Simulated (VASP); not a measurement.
# Rh (Fm-3m) in VASP: notebook, part 2 of 2

VASP 6.6.1.

### 3 Single point, r2SCAN

This run uses another cell than the first one, of 13.72 Å³/atom.

Contents of POSCAR:

```
Rh
1.0
    0.0000000000      1.8999717036      1.8999717036
    1.8999717036      0.0000000000      1.8999717036
    1.8999717036      1.8999717036      0.0000000000
Rh
1
Direct
    0.0000000000      0.0000000000      0.0000000000
```

Contents of INCAR.step1:

```
ALGO = Normal
EDIFF = 1E-4
ENCUT = 520
GGA = PE
ISMEAR = 0
LASPH = T
LCHARG = F
LREAL = F
LWAVE = T
NBANDS = 14
NELM = 80
PREC = Accurate
SIGMA = 0.1
```

Contents of INCAR.step2:

```
ALGO = Normal
EDIFF = 1E-6
ENCUT = 520
ISIF = 2
ISMEAR = 0
ISTART = 1
LASPH = T
LCHARG = T
LELF = T
LMIXTAU = T
LREAL = F
LVHAR = T
LWAVE = F
METAGGA = R2SCAN
NBANDS = 14
NELM = 80
PREC = Accurate
SIGMA = 0.1
```

Contents of KPOINTS:

```
k-points
0
Gamma
  18 18 18
```

Potentials or basis: VASP PAW PBE potentials, release 64 (Rh_pv).

Command:

```console
> cat potpaw_PBE.64/Rh_pv/POTCAR > POTCAR
> cp INCAR.step1 INCAR
> mpirun -np 1 vasp_std > vasp.out
> cp INCAR.step2 INCAR
> mpirun -np 1 vasp_std > vasp.out
```

OUTCAR:

```text
EDIFF = 1E-6
   ENCUT = 520
   ISIF = 2
   ISMEAR = 0
   ISTART = 1
   LASPH = T
   LREAL = F
   METAGGA = R2SCAN
   NELM = 80
   PREC = Accurate

 ion  position               nearest neighbor table
   1  0.000  0.000  0.000-

  LATTYP: Found a face centered cubic cell.
 ALAT       =     3.7999434072

  Lattice vectors:

 A1 = (   0.0000000000,   1.8999717036,   1.8999717036)
 A2 = (   1.8999717036,   0.0000000000,   1.8999717036)
 A3 = (   1.8999717036,   1.8999717036,   0.0000000000)

Analysis of symmetry for initial positions (statically):
=====================================================================
 Subroutine PRICEL returns:
 Original cell was already a primitive cell.

 Routine SETGRP: Setting up the symmetry group for a
 face centered cubic supercell.

 Subroutine GETGRP returns: Found 48 space group operations
 (whereof 48 operations were pure point group operations)
 out of a pool of 48 trial point group operations.

The static configuration has the point symmetry O_h .

Analysis of symmetry for dynamics (positions and initial velocities):
=====================================================================
 Subroutine PRICEL returns:
 Original cell was already a primitive cell.

 Routine SETGRP: Setting up the symmetry group for a
 face centered cubic supercell.

 Subroutine GETGRP returns: Found 48 space group operations
 (whereof 48 operations were pure point group operations)
 out of a pool of 48 trial point group operations.

The dynamic configuration has the point symmetry O_h .

 Subroutine INISYM returns: Found 48 space group operations
 (whereof 48 operations are pure point group operations),
 and found     1 'primitive' translations

----------------------------------------------------------------------------------------

                                     Primitive cell

  volume of cell :      13.7174

  direct lattice vectors                    reciprocal lattice vectors
     0.000000000  1.899971704  1.899971704    -0.263161814  0.263161814  0.263161814
     1.899971704  0.000000000  1.899971704     0.263161814 -0.263161814  0.263161814
     1.899971704  1.899971704  0.000000000     0.263161814  0.263161814 -0.263161814

  length of vectors
     2.686965751  2.686965751  2.686965751     0.455809632  0.455809632  0.455809632

  position of ions in fractional coordinates (direct lattice)
     0.000000000  0.000000000  0.000000000

  ion indices of the primitive-cell ions
   primitive index   ion index
                 1           1

----------------------------------------------------------------------------------------

 KPOINTS: k-points

Automatic generation of k-mesh.
 Grid dimensions read from file:
 generate k-points for:   18   18   18

 Generating k-lattice:

  Cartesian coordinates                     Fractional coordinates (reciprocal lattice)
    -0.014620101  0.014620101  0.014620101     0.055555556  0.000000000  0.000000000
     0.014620101 -0.014620101  0.014620101     0.000000000  0.055555556  0.000000000
     0.014620101  0.014620101 -0.014620101     0.000000000  0.000000000  0.055555556

  Length of vectors
     0.025322757  0.025322757  0.025322757

  Shift w.r.t. Gamma in fractional coordinates (k-lattice)
     0.000000000  0.000000000  0.000000000

 Subroutine IBZKPT returns following result:
 ===========================================

 Found    195 irreducible k-points:

 Following reciprocal coordinates:
            Coordinates               Weight
  0.000000  0.000000  0.000000      1.000000
  0.055556  0.000000  0.000000      8.000000
  0.111111  0.000000  0.000000      8.000000
  0.166667  0.000000  0.000000      8.000000
  0.222222  0.000000  0.000000      8.000000
  0.277778  0.000000  0.000000      8.000000
[... 16 lines left out ...]
 -0.277778  0.055556  0.000000     24.000000
 -0.222222  0.055556  0.000000     24.000000
 [... further k-points ...]
   k-points           NKPTS =    195   k-points in BZ     NKDIM =    195   number of bands    NBANDS=     14
   number of dos      NEDOS =    301   number of ions     NIONS =      1
   total plane-waves  NPLWV =   8000
   dimension x,y,z NGX =    20 NGY =   20 NGZ =   20
   dimension x,y,z NGXF=    40 NGYF=   40 NGZF=   40
   ions per type =               1
   NGX,Y,Z   is equivalent  to a cutoff of  12.37, 12.37, 12.37 a.u.
   NGXF,Y,Z  is equivalent  to a cutoff of  24.75, 24.75, 24.75 a.u.
 SYSTEM =  unknown system
   PREC   = accura    normal or accurate (medium, high low for compatibility)
   ISTART =      1    job   : 0-new  1-cont  2-samecut
   ICHARG =      0    charge: 1-file 2-atom 10-const
   ISPIN  =      1    spin polarized calculation?
   LNONCOLLINEAR =      F non collinear calculations
   LSORBIT =      F    spin-orbit coupling
   LASPH  =      T    aspherical Exc in radial PAW
   ENCUT  =  520.0 eV  38.22 Ry    6.18 a.u.   5.00  5.00  5.00*2*pi/ulx,y,z
   NELM   =     80;   NELMIN=  2; NELMDL=  0     # of ELM steps
   EDIFF  = 0.1E-05   stopping-criterion for ELM
   LREAL  =      F    real-space projection
   EDIFFG = 0.1E-04   stopping-criterion for IOM
   NSW    =      0    number of steps for IOM
   IBRION =     -1    ionic relax: 0-MD 1-quasi-New 2-CG
   NFREE  =      0    steps in history (QN), initial steepest desc. (CG)
   ISIF   =      2    stress and relaxation
   ISYM   =      2    0-nonsym 1-usesym 2-fastsym
   POTIM  = 0.5000    time-step for ionic-motion
   TEBEG  =    0.0;   TEEND  =   0.0 temperature during run
   PSTRESS=    0.0 pullay stress
   NELECT =      15.0000    total number of electrons
   NUPDOWN=      -1.0000    fix difference up-down
   EMIN   =  10.00;   EMAX   =-10.00  energy-range for DOS
   EFERMI =   0.00;   METHOD = LEGACY
   ISMEAR =     0;   SIGMA  =   0.10  broadening in eV -4-tet -1-fermi 0-gaus
   EFERMI_NEDOS =   21; number of points for ismear=-14 and -15
   IALGO  =     38    algorithm
   IMIX   =      4    mixing-type and parameters
     AMIX     =   0.40;   BMIX     =  1.00
     AMIX_MAG =   1.60;   BMIX_MAG =  1.00
  volume/ion in A,a.u.               =      13.72        92.57
  Fermi-wavevector in a.u.,A,eV,Ry     =   1.686610  3.187232 38.703878  2.844655
  Thomas-Fermi vector in A             =   2.769244
   LORBIT       =      0    0 simple, 1 ext, 2 COOP (PROOUT), +10 PAW based schemes
   METAGGA = R2SCAN    functional components
   LHFCALC =     F    Hartree Fock is set to
   AEXX    =    0.0000 exact exchange contribution
   IVDW    =     0    specifies the selected vdW correction
   LEPSILON=     F    determine dielectric tensor
   LRPA    =     F    only Hartree local field effects (RPA)
 non-spin polarized calculation
 Gauss-broadening in eV      SIGMA  =   0.10
  energy-cutoff  :      520.00
  volume of cell :       13.72
 maximum number of plane-waves:       380
   NGX =  9   NGY =  9   NGZ =  9

 number of electron      15.0000007 magnetization

 Free energy of the ion-electron system (eV)
  ---------------------------------------------------
  ext. energy  EPLUGINS =         0.00000000
  ---------------------------------------------------
  free energy    TOTEN  =       -24.13982201 eV

  energy without entropy =      -24.13304473  energy(sigma->0) =      -24.13643337

 E-fermi :  11.7804     XC(G=0): -15.2244

 val. band max:       11.7796946234   @ k =   0.5000   0.2222   0.1111
 cond. band min:      11.7942798658   @ k =   0.5000   0.3889   0.0000
 fundamental gap:      0.0145852424
 Fermi energy:        11.7804250673

 k-point     1 :       0.0000    0.0000    0.0000
  band No.  band energies     occupation
      1     -36.0218      2.00000
      2     -36.0218      2.00000
      3     -36.0218      2.00000
      4       3.5766      2.00000
      5       8.5891      2.00000
      6       8.5891      2.00000
      7       8.5891      2.00000
      8      10.6968      2.00000
      9      10.6968      2.00000
     10      28.4895      0.00000
     11      29.1460      0.00000
     12      34.2549      0.00000
     13      34.2549      0.00000
     14      34.2549      0.00000
[... 375 lines left out ...]
 k-point    24 :      -0.2222    0.0556    0.0000
  band No.  band energies     occupation
      1     -36.4051      2.00000
      2     -36.0998      2.00000
      3     -36.0653      2.00000
      4       5.4696      2.00000
      5       8.2522      2.00000
      6       8.9827      2.00000
      7       9.0352      2.00000
      8      10.5191      2.00000
      9      11.2319      2.00000
     10      28.0234      0.00000
     11      29.1461      0.00000
     12      30.2721      0.00000
     13      35.7528      0.00000
     14      37.7017      0.00000

 [... further k-points ...]

------------------------ aborting loop because EDIFF is reached ----------------------------------------

  FORCE on cell =-STRESS in cart. coord.  units (eV):
  Direction    XX          YY          ZZ          XY          YZ          ZX
  --------------------------------------------------------------------------------------
  -------------------------------------------------------------------------------------
  Total        0.1018410      0.1018410      0.1018410      0.0000000      0.0000000      0.0000000
  in kB       11.8949320     11.8949320     11.8949320      0.0000000      0.0000000      0.0000000
  external PRESSURE =      11.8949320 kB  Pullay stress =       0.0000000 kB

 VOLUME and BASIS-vectors are now :
 -----------------------------------------------------------------------------
  energy-cutoff  :      520.00
  volume of cell :       13.72
      direct lattice vectors                 reciprocal lattice vectors
     0.000000000  1.899971704  1.899971704    -0.263161814  0.263161814  0.263161814
     1.899971704  0.000000000  1.899971704     0.263161814 -0.263161814  0.263161814
     1.899971704  1.899971704  0.000000000     0.263161814  0.263161814 -0.263161814

 POSITION                                       TOTAL-FORCE (eV/Angst)
 -----------------------------------------------------------------------------------
      0.00000      0.00000      0.00000        -0.000000     -0.000000     -0.000000
 -----------------------------------------------------------------------------------
    total drift:                               -0.000000     -0.000000     -0.000000

  FREE ENERGIE OF THE ION-ELECTRON SYSTEM (eV)
  ---------------------------------------------------
  free  energy   TOTEN  =       -24.1398220132 eV

  energy  without entropy=      -24.1330447315  energy(sigma->0) =      -24.13643337
```

OUTCAR.step1:

```text
EDIFF = 1E-4
   ENCUT = 520
   GGA = PE
   ISMEAR = 0
   LASPH = T
[... 623 lines left out ...]

 POSITION                                       TOTAL-FORCE (eV/Angst)
 -----------------------------------------------------------------------------------
      0.00000      0.00000      0.00000        -0.000000     -0.000000     -0.000000
 -----------------------------------------------------------------------------------
    total drift:                               -0.000000     -0.000000     -0.000000

  FREE ENERGIE OF THE ION-ELECTRON SYSTEM (eV)
  ---------------------------------------------------
  free  energy   TOTEN  =        -7.2549640318 eV

  energy  without entropy=       -7.2480947140  energy(sigma->0) =       -7.25152937
```

Run time: 5 min. Hardware: 1 thread of AMD EPYC, shared host; peak memory 0.12 GiB.

What came out:

* Free energy: -24.1398 eV
* Pressure: 1.2 GPa
* Band gap on the k mesh: zero (an odd number of electrons rules out a gap without spin polarisation)

Caveat: an empty level that is flat over the whole mesh can mark a ghost state of the potentials, or a narrow d or f band; the PAW data sets were made with another functional, which shifts forces and pressure a little.

### 4 Single point, r2SCAN

This run uses another cell than the first one, of 13.87 Å³/atom.

Contents of POSCAR:

```
Rh
1.0
    0.0000000000      1.9069029323      1.9069029323
    1.9069029323      0.0000000000      1.9069029323
    1.9069029323      1.9069029323      0.0000000000
Rh
1
Direct
    0.0000000000      0.0000000000      0.0000000000
```

Contents of INCAR.step1:

```
SYSTEM = Rh
PREC     = Accurate       ! precision mode
ENCUT    = 520            ! plane-wave cutoff, eV
ISMEAR   = 0              ! smearing method
SIGMA    = 0.1            ! smearing width, eV
LREAL    = .False.        ! projectors in reciprocal space
LASPH    = .True.         ! aspherical terms in the spheres
NELM     = 60             ! most SCF steps
NBANDS   = 14             ! bands
GGA      = PE             ! functional
ALGO     = Normal         ! electronic algorithm
EDIFF    = 1E-4           ! SCF threshold, eV
LWAVE    = .True.         ! write WAVECAR
LCHARG   = .False.        ! write CHGCAR
```

Contents of INCAR.step2:

```
SYSTEM = Rh
PREC     = Accurate       ! precision mode
ENCUT    = 520            ! plane-wave cutoff, eV
EDIFF    = 1E-7           ! SCF threshold, eV
ISMEAR   = 0              ! smearing method
SIGMA    = 0.1            ! smearing width, eV
LREAL    = .False.        ! projectors in reciprocal space
LASPH    = .True.         ! aspherical terms in the spheres
NELM     = 60             ! most SCF steps
ALGO     = Normal         ! electronic algorithm
ISIF     = 2              ! what is computed and relaxed
LWAVE    = .False.        ! write WAVECAR
LCHARG   = .False.        ! write CHGCAR
METAGGA  = R2SCAN         ! meta-GGA
LMIXTAU  = .True.       
NBANDS   = 14             ! bands
ISTART   = 1
```

Contents of KPOINTS:

```
regular mesh
0
Gamma
  18 18 18
  0 0 0
```

Command:

```console
> cat potpaw_PBE.64/Rh_pv/POTCAR > POTCAR
> cp INCAR.step1 INCAR
> mpirun -np 1 vasp_std > vasp.out
> cp INCAR.step2 INCAR
> mpirun -np 1 vasp_std > vasp.out
```

Wall time 5.8 min (1 thread of AMD EPYC, shared host); peak memory 0.12 GiB.

The run converged. Its results:

| Item | Value |
| --- | --- |
| Free energy | -24.1396 eV |
| Pressure | -1.9 GPa |
| Band gap on the k mesh | zero (an odd number of electrons rules out a gap without spin polarisation) |

Levels at points of the mesh, in eV from the Fermi level:
| k point | band 3 | band 4 | band 5 | band 6 | band 7 | band 8 | band 9 | band 10 | band 11 | band 12 |
| --- | --- | --- | --- | --- | --- | --- | --- | --- | --- | --- |
| (0.00, 0.00, 0.00) | -47.78 | -8.12 | -3.14 | -3.14 | -3.14 | -1.07 | -1.07 | 16.72 | 17.38 | 22.42 |
| (0.50, 0.00, 0.00) | -47.89 | -6.27 | -3.25 | -3.25 | 0.57 | 0.57 | 0.91 | 8.99 | 16.27 | 17.38 |
| (0.50, 0.50, 0.00) | -48.06 | -6.47 | -6.10 | 0.50 | 1.02 | 1.02 | 3.46 | 12.75 | 13.95 | 13.95 |

Caveat: an empty level that is flat over the whole mesh can mark a ghost state of the potentials, or a narrow d or f band; the PAW data sets were made with another functional, which shifts forces and pressure a little.

### 5 Single point, r2SCAN

This run uses another cell than the first one, of 11.85 Å³/atom.

Contents of POSCAR:

```
Rh
1.0
    0.0000000000      1.8093962714      1.8093962714
    1.8093962714      0.0000000000      1.8093962714
    1.8093962714      1.8093962714      0.0000000000
Rh
1
Direct
    0.0000000000      0.0000000000      0.0000000000
```

Contents of INCAR.step1:

```
PREC = Accurate
ENCUT = 520
ISMEAR = 0
SIGMA = 0.1
LREAL = F
LASPH = T
NELM = 100
NBANDS = 14
GGA = PE
ALGO = Normal
EDIFF = 1E-4
LWAVE = T
LCHARG = F
```

Contents of INCAR.step2:

```
PREC = Accurate
ENCUT = 520
EDIFF = 1E-7
ISMEAR = 0
SIGMA = 0.1
LREAL = F
LASPH = T
NELM = 100
ALGO = Normal
ISIF = 2
LWAVE = F
LCHARG = T
METAGGA = R2SCAN
LMIXTAU = T
LELF = T
LVHAR = T
NBANDS = 14
ISTART = 1
```

Contents of KPOINTS:

```
regular mesh
0
Gamma
  20 20 20
```

Command:

```console
> cat potpaw_PBE.64/Rh_pv/POTCAR > POTCAR
> cp INCAR.step1 INCAR
> mpirun -np 1 vasp_std > vasp.out
> cp INCAR.step2 INCAR
> mpirun -np 1 vasp_std > vasp.out
```

Run time: 6.8 min. Hardware: 1 thread of AMD EPYC, shared host; peak memory 0.13 GiB.

It converged, with:

* Free energy: -23.8184 eV
* Pressure: 62.3 GPa
* Band gap on the k mesh: zero (an odd number of electrons rules out a gap without spin polarisation)

Levels at points of the mesh, in eV from the Fermi level:
```tsv
k point	band 3	band 4	band 5	band 6	band 7	band 8	band 9	band 10	band 11	band 12
(0.00, 0.00, 0.00)	-48.06	-9.34	-4.01	-4.01	-4.01	-1.33	-1.33	16.47	17.26	23.13
(0.50, 0.00, 0.00)	-48.24	-7.75	-4.16	-4.16	0.77	0.77	0.79	10.85	16.08	17.26
(0.50, 0.50, 0.00)	-48.53	-8.18	-7.73	0.69	1.35	1.35	3.78	14.94	14.94	14.99
```

Caveat: the cell stands under pressure; the PAW data sets were made with another functional, which shifts forces and pressure a little.

### 6 Summary

| cell | k mesh | gap on the mesh (eV) | pressure (GPa) |
| --- | --- | --- | --- |
| a = 2.678 Å, angles 60.0°, 1 atom | 18 × 18 × 18 | none | 4.3 |
| a = 2.687 Å, angles 60.0°, 1 atom | 18 × 18 × 18 | none | 1.2 |
| a = 2.697 Å, angles 60.0°, 1 atom | 18 × 18 × 18 | none | -1.9 |
| a = 2.559 Å, angles 60.0°, 1 atom | 20 × 20 × 20 | none | 62.3 |

Alike in all rows: task single point; level r2SCAN; potentials or basis VASP PAW PBE potentials, release 64 (Rh_pv); no spin polarisation; cutoff (eV) 520; smearing gaussian 0.1 eV.

Caveats: the PAW data sets were made with another functional, which shifts forces and pressure a little; an empty level that is flat over the whole mesh can mark a ghost state of the potentials, or a narrow d or f band (at least some runs); the cell stands under pressure (at least some runs).

Total energies depend on the potentials used, so only differences within one code and one set of settings carry meaning.
